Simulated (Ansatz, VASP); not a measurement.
**CuCl: VASP beside Ansatz**

The input INCAR:

```
PREC = Accurate ; ENCUT = 600
EDIFF = 1E-7 ; ISMEAR = 0
SIGMA = 0.01 ; LREAL = False
LASPH = True ; NELM = 120
ALGO = Normal ; ISIF = 3
LWAVE = False ; LCHARG = False
GGA = PE ; IBRION = 2
NSW = 80 ; EDIFFG = -0.015
GGA_COMPAT = False ; NELMIN = 4
```

The input KPOINTS:

```
regular mesh
0
Gamma
  6 6 6
```

POSCAR

```
CuCl
1.0
   -3.8358500290     -2.2146290468      3.1315826579
    3.8358500290     -2.2146290468      3.1315826579
    0.0000000000      4.4292580937      3.1315826578
Cu Cl
4 4
Direct
    0.0085319845      0.0085319845      0.0085319845
    0.5085319845      0.5085319845      0.0085319845
    0.5085319845      0.0085319845      0.5085319845
    0.0085319845      0.5085319845      0.5085319845
    0.7584666855      0.7584666855      0.7584666855
    0.2584666855      0.2584666855      0.7584666855
    0.2584666855      0.7584666855      0.2584666855
    0.7584666855      0.2584666855      0.2584666855
```

Input for Ansatz:

```yaml
crystal:
  lattice:
    - [-3.835850029, -2.2146290468, 3.1315826579]
    - [3.835850029, -2.2146290468, 3.1315826579]
    - [0.0, 4.4292580937, 3.1315826578]
  atoms:
    - { symbol: Cu, position: [0.0085319845, 0.0085319845, 0.0085319845] }
    - { symbol: Cu, position: [0.5085319845, 0.5085319845, 0.0085319845] }
    - { symbol: Cu, position: [0.5085319845, 0.0085319845, 0.5085319845] }
    - { symbol: Cu, position: [0.0085319845, 0.5085319845, 0.5085319845] }
    - { symbol: Cl, position: [0.7584666855, 0.7584666855, 0.7584666855] }
    - { symbol: Cl, position: [0.2584666855, 0.2584666855, 0.7584666855] }
    - { symbol: Cl, position: [0.2584666855, 0.7584666855, 0.2584666855] }
    - { symbol: Cl, position: [0.7584666855, 0.2584666855, 0.2584666855] }
basis:
  ecutwfc: 420
kpoints:
  mp_grid: { grid: [6, 6, 6] }
hamiltonian:
  xc: pbe
scf:
  occupations: { method: gaussian, width: 0.01 }
output:
  forces: true
  stress: true
  eigenvalues: true
  write_density: true
  write_potential: true
  elf: true
  volumetric_format: npy
relax:
  adjacent_minimum: "off"
  f_tol: 0.015
  max_steps: 60
  cell: { stress_tol: 0.15 }
```

Alike in both runs: task relaxation of cell and atoms; functional PBE; k mesh 6 × 6 × 6; occupations gaussian, width 0.01 eV; no spin polarisation.

```csv
,VASP,Ansatz
version,VASP 6.6.1,Ansatz 0.2.0
potentials or method,"VASP PAW PBE potentials, release 64 (Cu, Cl), cutoff 600 eV","scalar-relativistic, plane waves, PAW"
valence electrons in the cell,72,104
```

```csv
,VASP,Ansatz,Ansatz less VASP
"gap on the k mesh at the Fermi level, each at its own relaxed structure (eV)",0.53,0.53,-0.002
relaxed volume (Å³/atom),20.00,19.95,-0.044
relaxed cell length with the largest relative difference (Å),5.428,5.424,-0.0040
```

VASP's potentials hold 72 valence electrons a cell and Ansatz's 104, so a difference there can come from the potentials and not from the codes.
